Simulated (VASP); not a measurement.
Set up this calculation in VASP 6.6.1, as the native input.

| Property | Result |
| --- | --- |
| Task | relaxation of cell and atoms |
| Functional | PBEsol |
| Potentials or basis | VASP PAW PBE potentials, release 64 (La) |
| Cutoff | 600 eV |
| k mesh | 7 × 7 × 4 |
| Occupations | gaussian, width 0.05 eV |
| Spin | no spin polarisation |
| Target pressure | 10 GPa |
| Dipole correction | no |
| Further INCAR settings | ALGO = Normal; EDIFF = 1e-07; IBRION = 2; EDIFFG = -0.03; NSW = 60; ISIF = 3 |

The structure of La lies in POSCAR:

```
La
1.0
    3.7500000000      0.0000000000      0.0000000000
   -1.8750000000      3.2475952642      0.0000000000
    0.0000000000      0.0000000000      6.0700000000
La
2
Direct
    0.3333333333      0.6666666667      0.2500000000
    0.6666666667      0.3333333333      0.7500000000
```

The input as run:

INCAR

```
PREC = Accurate
ENCUT = 600
EDIFF = 1E-7
ISMEAR = 0
SIGMA = 0.05
LREAL = F
LASPH = T
NELM = 60
ALGO = Normal
ISIF = 3
LWAVE = F
LCHARG = F
GGA = PS
IBRION = 2
NSW = 60
EDIFFG = -0.03
PSTRESS = 100.0
```

KPOINTS

```
Automatic mesh
0
Gamma
  7 7 4
```

Potentials or basis: VASP PAW PBE potentials, release 64 (La).

Launch:

```bash
$ cat potpaw_PBE.64/La/POTCAR > POTCAR
$ mpirun -np 1 vasp_std > vasp.out
```

It gave:

The relaxed volume is 26.05 Å³/atom. The relaxed cell is a = 3.261 Å, b = 3.261 Å, c = 5.656 Å, α = 90.00°, β = 90.00°, γ = 120.00°. The space group after relaxing (to 0.1 Å) is P6_3/mmc (No. 194) and the energy change on relaxing (the run minimises the enthalpy) is +191.7 meV/atom. The ionic steps are 11. The pressure after relaxing is 10.1 GPa and the band gap on the k mesh is zero (bands 11 and 12 overlap by 2.14 eV).

Caveat: the cell is relaxed towards a set pressure, so the run minimises the enthalpy, not the energy; the volume moved by over 15 % at a fixed basis, so the end points are rough; the PAW data sets were made with another functional, which shifts forces and pressure a little; spin-orbit coupling is left out, which moves the levels of the heavy elements.

It took 7.5 min on 1 thread of Intel(R) Xeon(R) Platinum 8488C (Sapphire Rapids), with other jobs on the host, peak memory 0.23 GiB.
